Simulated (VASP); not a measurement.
# Al3GaO6 (R3) in VASP: relaxation of cell and atoms with PBE

Aim: the relaxation of cell and atoms of Al3GaO6 with PBE.

Everything below comes from runs of VASP 6.6.1. Logs are shortened: lines on timing, memory, paths and dates and some standing lists are left out, and cuts for length are marked.

### Step 1. The cell of the first run

It takes space group R3 (No. 146, trigonal). Conventional cell: a = 4.871 Å, b = 4.871 Å, c = 13.244 Å, α = 90.00°, β = 90.00°, γ = 120.00°. Within 2.5 Å of Al (site symmetry 3) lie 6 O at 1.88 to 1.99 Å. Within 2.5 Å of Al (site symmetry 3) lie 6 O at 1.88 to 2.00 Å. Within 2.5 Å of Al (site symmetry 3) lie 6 O at 1.88 to 1.98 Å. Within 2.6 Å of Ga (site symmetry 3) lie 6 O at 1.93 to 2.12 Å. O (site symmetry 1) has 3 Al at 1.88 to 2.00 Å and 1 Ga at 1.93 Å and 10 O at 2.53 to 2.87 Å within 2.9 Å. O (site symmetry 1) has 3 Al at 1.88 to 1.98 Å and 1 Ga at 2.12 Å within 2.5 Å.

### Step 2. Relaxation of cell and atoms, PBE

Contents of INCAR:

```
PREC = Accurate
ENCUT = 600
EDIFF = 1E-7
ISMEAR = 0
SIGMA = 0.01
LREAL = False
LASPH = True
NELM = 120
ALGO = Normal
ISIF = 3
LWAVE = False
LCHARG = False
GGA = PE
IBRION = 2
NSW = 80
EDIFFG = -0.001
GGA_COMPAT = False
NELMIN = 4
```

Contents of KPOINTS:

```
Automatic mesh
0
Gamma
  6 6 6
```

Contents of POSCAR:

```
Al3GaO6
1.0
    2.4355856015      1.4061860027      4.4147245870
   -2.4355856015      1.4061860027      4.4147245870
    0.0000000000     -2.8123720053      4.4147245870
Al Ga O
3 1 6
Direct
    0.1479683487      0.1479683487      0.1479683487
    0.3535382720      0.3535382720      0.3535382720
    0.8489753186      0.8489753186      0.8489753186
    0.6414143238      0.6414143238      0.6414143238
    0.2342536769      0.5571398236      0.9581481255
    0.5571398236      0.9581481255      0.2342536769
    0.9581481255      0.2342536769      0.5571398236
    0.7486229291      0.4435646190      0.0663745628
    0.4435646190      0.0663745628      0.7486229291
    0.0663745628      0.7486229291      0.4435646190
```

Potentials or basis: VASP PAW PBE potentials, release 64 (Al, Ga_d, O).

Launch:

```console
$ cat potpaw_PBE.64/Al/POTCAR potpaw_PBE.64/Ga_d/POTCAR potpaw_PBE.64/O/POTCAR > POTCAR
$ mpirun -np 1 vasp_std > vasp.out
```

OUTCAR:

```text
PREC = Accurate
   ENCUT = 600
   EDIFF = 1E-7
   ISMEAR = 0
   LREAL = False
   LASPH = True
   NELM = 120
   ISIF = 3
   GGA = PE
   IBRION = 2
   NSW = 80
   EDIFFG = -0.001
   NELMIN = 4

 ion  position               nearest neighbor table
   1  0.148  0.148  0.148-   8 1.88   9 1.88  10 1.88   7 1.99   6 1.99   5 1.99   2 2.72   3 2.85
                             3 2.85   3 2.85   2 3.28   2 3.28   2 3.28
   2  0.354  0.354  0.354-  10 1.88   9 1.88   8 1.88   5 2.00   6 2.00   7 2.00   1 2.72   4 2.88
                             4 2.88   4 2.88   1 3.28   1 3.28   1 3.28
   3  0.849  0.849  0.849-   5 1.88   6 1.88   7 1.88  10 1.98   9 1.98   8 1.98   4 2.75   1 2.85
                             1 2.85   1 2.85
   4  0.641  0.641  0.641-   7 1.93   6 1.93   5 1.93   8 2.12   9 2.12  10 2.12   3 2.75   2 2.88
                             2 2.88   2 2.88
   5  0.234  0.557  0.958-   3 1.88   4 1.93   1 1.99   2 2.00
   6  0.557  0.958  0.234-   3 1.88   4 1.93   1 1.99   2 2.00
   7  0.958  0.234  0.557-   3 1.88   4 1.93   1 1.99   2 2.00
   8  0.749  0.444  0.066-   2 1.88   1 1.88   3 1.98   4 2.12
   9  0.444  0.066  0.749-   2 1.88   1 1.88   3 1.98   4 2.12
  10  0.066  0.749  0.444-   2 1.88   1 1.88   3 1.98   4 2.12

  LATTYP: Found a trigonal (rhomboedric) cell.
 ALAT       =     5.2344273302
 COS(alpha) =     0.5669894858

  Lattice vectors:

 A1 = (   2.4355856015,   1.4061860027,   4.4147245870)
 A2 = (  -2.4355856015,   1.4061860027,   4.4147245870)
 A3 = (   0.0000000000,  -2.8123720053,   4.4147245870)

Analysis of symmetry for initial positions (statically):
=====================================================================
 Subroutine PRICEL returns:
 Original cell was already a primitive cell.

 Routine SETGRP: Setting up the symmetry group for a
 trigonal (rhombohedral) supercell.

 Subroutine GETGRP returns: Found  3 space group operations
 (whereof  3 operations were pure point group operations)
 out of a pool of 12 trial point group operations.

The static configuration has the point symmetry C_3 .

Analysis of symmetry for dynamics (positions and initial velocities):
=====================================================================
 Subroutine PRICEL returns:
 Original cell was already a primitive cell.

 Routine SETGRP: Setting up the symmetry group for a
 trigonal (rhombohedral) supercell.

 Subroutine GETGRP returns: Found  3 space group operations
 (whereof  3 operations were pure point group operations)
 out of a pool of 12 trial point group operations.

The dynamic configuration has the point symmetry C_3 .

 Subroutine INISYM returns: Found  3 space group operations
 (whereof  3 operations are pure point group operations),
 and found     1 'primitive' translations

----------------------------------------------------------------------------------------

                                     Primitive cell

  volume of cell :      90.7196

  direct lattice vectors                    reciprocal lattice vectors
     2.435585602  1.406186003  4.414724587     0.205289438  0.118523912  0.075504899
    -2.435585602  1.406186003  4.414724587    -0.205289438  0.118523912  0.075504899
     0.000000000 -2.812372005  4.414724587     0.000000000 -0.237047825  0.075504899

  length of vectors
     5.234427330  5.234427330  5.234427330     0.248782357  0.248782357  0.248782357

  position of ions in fractional coordinates (direct lattice)
     0.147968349  0.147968349  0.147968349
     0.353538272  0.353538272  0.353538272
     0.848975319  0.848975319  0.848975319
     0.641414324  0.641414324  0.641414324
     0.234253677  0.557139824  0.958148126
     0.557139824  0.958148126  0.234253677
     0.958148126  0.234253677  0.557139824
     0.748622929  0.443564619  0.066374563
     0.443564619  0.066374563  0.748622929
     0.066374563  0.748622929  0.443564619

  ion indices of the primitive-cell ions
   primitive index   ion index
                 1           1
                 2           2
                 3           3
                 4           4
                 5           5
                 6           6
                 7           7
                 8           8
                 9           9
                10          10

----------------------------------------------------------------------------------------

 KPOINTS: Automatic mesh

Automatic generation of k-mesh.
 Grid dimensions read from file:
 generate k-points for:    6    6    6

 Generating k-lattice:

  Cartesian coordinates                     Fractional coordinates (reciprocal lattice)
     0.034214906  0.019753985  0.012584150     0.166666667  0.000000000  0.000000000
    -0.034214906  0.019753985  0.012584150     0.000000000  0.166666667  0.000000000
     0.000000000 -0.039507971  0.012584150     0.000000000  0.000000000  0.166666667

  Length of vectors
     0.041463726  0.041463726  0.041463726

  Shift w.r.t. Gamma in fractional coordinates (k-lattice)
     0.000000000  0.000000000  0.000000000

 Subroutine IBZKPT returns following result:
 ===========================================

 Found     40 irreducible k-points:

 Following reciprocal coordinates:
            Coordinates               Weight
  0.000000  0.000000  0.000000      1.000000
  0.166667 -0.000000 -0.000000      6.000000
  0.333333 -0.000000  0.000000      6.000000
  0.500000  0.000000  0.000000      3.000000
  0.166667  0.166667 -0.000000      6.000000
  0.333333  0.166667  0.000000      6.000000
[... 16 lines left out ...]
  0.333333  0.333333  0.166667      6.000000
  0.500000  0.333333  0.166667      6.000000
 [... further k-points ...]
   k-points           NKPTS =     40   k-points in BZ     NKDIM =     40   number of bands    NBANDS=     35
   number of dos      NEDOS =    301   number of ions     NIONS =     10
   total plane-waves  NPLWV =  74088
   dimension x,y,z NGX =    42 NGY =   42 NGZ =   42
   dimension x,y,z NGXF=    84 NGYF=   84 NGZF=   84
   ions per type =               3   1   6
   NGX,Y,Z   is equivalent  to a cutoff of  13.34, 13.34, 13.34 a.u.
   NGXF,Y,Z  is equivalent  to a cutoff of  26.68, 26.68, 26.68 a.u.
 SYSTEM =  unknown system
   PREC   = accura    normal or accurate (medium, high low for compatibility)
   ISTART =      0    job   : 0-new  1-cont  2-samecut
   ICHARG =      2    charge: 1-file 2-atom 10-const
   ISPIN  =      1    spin polarized calculation?
   LNONCOLLINEAR =      F non collinear calculations
   LSORBIT =      F    spin-orbit coupling
   LASPH  =      T    aspherical Exc in radial PAW
   ENCUT  =  600.0 eV  44.10 Ry    6.64 a.u.  10.45 10.45 10.45*2*pi/ulx,y,z
   NELM   =    120;   NELMIN=  4; NELMDL= -5     # of ELM steps
   EDIFF  = 0.1E-06   stopping-criterion for ELM
   LREAL  =      F    real-space projection
   EDIFFG = -.1E-02   stopping-criterion for IOM
   NSW    =     80    number of steps for IOM
   IBRION =      2    ionic relax: 0-MD 1-quasi-New 2-CG
   NFREE  =      1    steps in history (QN), initial steepest desc. (CG)
   ISIF   =      3    stress and relaxation
   ISYM   =      2    0-nonsym 1-usesym 2-fastsym
   POTIM  = 0.5000    time-step for ionic-motion
   TEBEG  =    0.0;   TEEND  =   0.0 temperature during run
   PSTRESS=    0.0 pullay stress
   NELECT =      58.0000    total number of electrons
   NUPDOWN=      -1.0000    fix difference up-down
   EMIN   =  10.00;   EMAX   =-10.00  energy-range for DOS
   EFERMI =   0.00;   METHOD = LEGACY
   ISMEAR =     0;   SIGMA  =   0.01  broadening in eV -4-tet -1-fermi 0-gaus
   EFERMI_NEDOS =   21; number of points for ismear=-14 and -15
   IALGO  =     38    algorithm
   IMIX   =      4    mixing-type and parameters
     AMIX     =   0.40;   BMIX     =  1.00
     AMIX_MAG =   1.60;   BMIX_MAG =  1.00
  volume/ion in A,a.u.               =       9.07        61.22
  Fermi-wavevector in a.u.,A,eV,Ry     =   1.410318  2.665115 27.061958  1.988998
  Thomas-Fermi vector in A             =   2.532284
   LORBIT       =      0    0 simple, 1 ext, 2 COOP (PROOUT), +10 PAW based schemes
   GGA     = PE    functional components
   LHFCALC =     F    Hartree Fock is set to
   AEXX    =    0.0000 exact exchange contribution
   IVDW    =     0    specifies the selected vdW correction
   LEPSILON=     F    determine dielectric tensor
   LRPA    =     F    only Hartree local field effects (RPA)
 conjugate gradient relaxation of ions
 non-spin polarized calculation
 Gauss-broadening in eV      SIGMA  =   0.01
  energy-cutoff  :      600.00
  volume of cell :       90.72
 maximum number of plane-waves:      3059
 NGX is ok and might be reduce to    42
   NGX = 21   NGY = 21   NGZ = 21

--------------------------------------- Ionic step        1  -------------------------------------------

 number of electron      57.9999996 magnetization

 Free energy of the ion-electron system (eV)
  ---------------------------------------------------
  ext. energy  EPLUGINS =         0.00000000
  ---------------------------------------------------
  free energy    TOTEN  =       -70.91451109 eV

  energy without entropy =      -70.91451109  energy(sigma->0) =      -70.91451109

------------------------ aborting loop because EDIFF is reached ----------------------------------------

  FORCE on cell =-STRESS in cart. coord.  units (eV):
  Direction    XX          YY          ZZ          XY          YZ          ZX
  --------------------------------------------------------------------------------------
  -------------------------------------------------------------------------------------
  Total       -0.1064118     -0.1064118     -0.1411434     -0.0000001     -0.0000000     -0.0000000
  in kB       -1.8793144     -1.8793144     -2.4927004     -0.0000014     -0.0000000     -0.0000000
  external PRESSURE =      -2.0837764 kB  Pullay stress =       0.0000000 kB
[... 113 lines left out ...]
  FREE ENERGIE OF THE ION-ELECTRON SYSTEM (eV)
  ---------------------------------------------------
  free  energy   TOTEN  =       -70.9147746072 eV

  energy  without entropy=      -70.9147746072  energy(sigma->0) =      -70.91477461

[... ionic steps 4 to 7 ...]

--------------------------------------- Ionic step        8  -------------------------------------------

 number of electron      57.9999996 magnetization

------------------------ aborting loop because EDIFF is reached ----------------------------------------

  FORCE on cell =-STRESS in cart. coord.  units (eV):
  Direction    XX          YY          ZZ          XY          YZ          ZX
  --------------------------------------------------------------------------------------
  -------------------------------------------------------------------------------------
  Total       -0.0084591     -0.0084591     -0.0089144     -0.0000001     -0.0000000      0.0000000
  in kB       -0.1495345     -0.1495345     -0.1575835     -0.0000014     -0.0000000      0.0000000
  external PRESSURE =      -0.1522175 kB  Pullay stress =       0.0000000 kB
[... 73 lines left out ...]
  energy  without entropy=      -70.9148249514  energy(sigma->0) =      -70.91482495

--------------------------------------- Ionic step       10  -------------------------------------------

 number of electron      57.9999996 magnetization

 Free energy of the ion-electron system (eV)
  ---------------------------------------------------
  ext. energy  EPLUGINS =         0.00000000
  ---------------------------------------------------
  free energy    TOTEN  =       -70.91482533 eV

  energy without entropy =      -70.91482533  energy(sigma->0) =      -70.91482533

 E-fermi :   5.4512     XC(G=0): -11.6741

 val. band max:        5.3784979211   @ k =  -0.1667   0.1667   0.0000
 cond. band min:       9.9333127327   @ k =   0.0000   0.0000   0.0000
 fundamental gap:      4.5548148117
 Fermi energy:         5.4512432022

 k-point     1 :       0.0000    0.0000    0.0000
  band No.  band energies     occupation
      1     -13.5801      2.00000
      2     -11.4275      2.00000
      3     -11.3210      2.00000
      4     -11.3210      2.00000
      5     -10.9520      2.00000
      6     -10.9520      2.00000
[... 901 lines left out ...]
     34      15.7038      0.00000
     35      16.1396      0.00000

 [... further k-points ...]

------------------------ aborting loop because EDIFF is reached ----------------------------------------

  FORCE on cell =-STRESS in cart. coord.  units (eV):
  Direction    XX          YY          ZZ          XY          YZ          ZX
  --------------------------------------------------------------------------------------
  -------------------------------------------------------------------------------------
  Total        0.0043413      0.0043413      0.0036552     -0.0000001      0.0000000      0.0000000
  in kB        0.0767473      0.0767473      0.0646182     -0.0000014      0.0000000      0.0000000
  external PRESSURE =       0.0727043 kB  Pullay stress =       0.0000000 kB
[... 25 lines left out ...]
  FREE ENERGIE OF THE ION-ELECTRON SYSTEM (eV)
  ---------------------------------------------------
  free  energy   TOTEN  =       -70.9148253292 eV

  energy  without entropy=      -70.9148253292  energy(sigma->0) =      -70.91482533

 reached required accuracy - stopping structural energy minimisation
```

Run time: 23 min. Hardware: 1 thread of Intel Xeon 8259CL, shared host; peak memory 0.36 GiB.

Results:

```
Free energy                           : -70.9148 eV
Relaxed volume                        : 9.06 Å³/atom
Relaxed cell                          : a = 5.232 Å, b = 5.232 Å, c = 5.232 Å, α = 55.47°, β = 55.47°, γ = 55.47°
Space group after relaxing (to 0.1 Å) : R3 (No. 146)
Energy gained by relaxing             : 0.0 meV/atom
Ionic steps                           : 10
Pressure after relaxing               : 0.0 GPa
Band gap on the k mesh                : 4.55 eV (least direct gap 4.63 eV)
```

Step by step:
```
step  energy change (eV)  largest force (eV/Å)  pressure (GPa)  volume (Å³)
   1              0.0000                0.0492           -0.21        90.72
   2             -0.0002                0.0168            0.18        90.56
   3             -0.0003                0.0149            0.07        90.60
   4             -0.0003                0.0106           -0.03        90.64
   5             -0.0003                0.0101           -0.03        90.64
   6             -0.0003                0.0050            0.01        90.63
   7             -0.0003                0.0040            0.02        90.62
   8             -0.0003                0.0012           -0.02        90.63
   9             -0.0003                0.0012           -0.01        90.63
  10             -0.0003                0.0009            0.01        90.63
```

Final structure:
```
Al Ga O
1.0
     2.43498    1.40583    4.41248
    -2.43498    1.40583    4.41248
     0.00000   -2.81167    4.41248
Al Ga O
3 1 6
Cartesian
  0.0000 0.0000 1.9589
  0.0000 0.0000 4.6802
  0.0000 0.0000 11.2372
  0.0000 0.0000 8.4881
  -0.7874 -1.5836 7.7195
  -0.9777 1.4737 7.7195
  1.7651 0.1099 7.7195
  0.7429 1.4884 5.5547
  0.9176 -1.3876 5.5547
  -1.6605 -0.1009 5.5547
```

Levels at points of the mesh, in eV from the valence-band top:
| k point | band 27 | band 28 | band 29 | band 30 | band 31 | band 32 |
| --- | --- | --- | --- | --- | --- | --- |
| (0.00, 0.00, 0.00) | -0.08 | -0.07 | -0.07 | 4.55 | 7.94 | 9.18 |
| (0.50, 0.00, 0.00) | -0.73 | -0.29 | -0.17 | 6.46 | 8.66 | 8.95 |
| (0.50, 0.50, 0.00) | -0.79 | -0.53 | -0.21 | 6.74 | 9.10 | 9.43 |
| (0.50, 0.50, 0.50) | -0.47 | -0.19 | -0.19 | 6.46 | 7.74 | 9.50 |

A k mesh can miss the band edges.
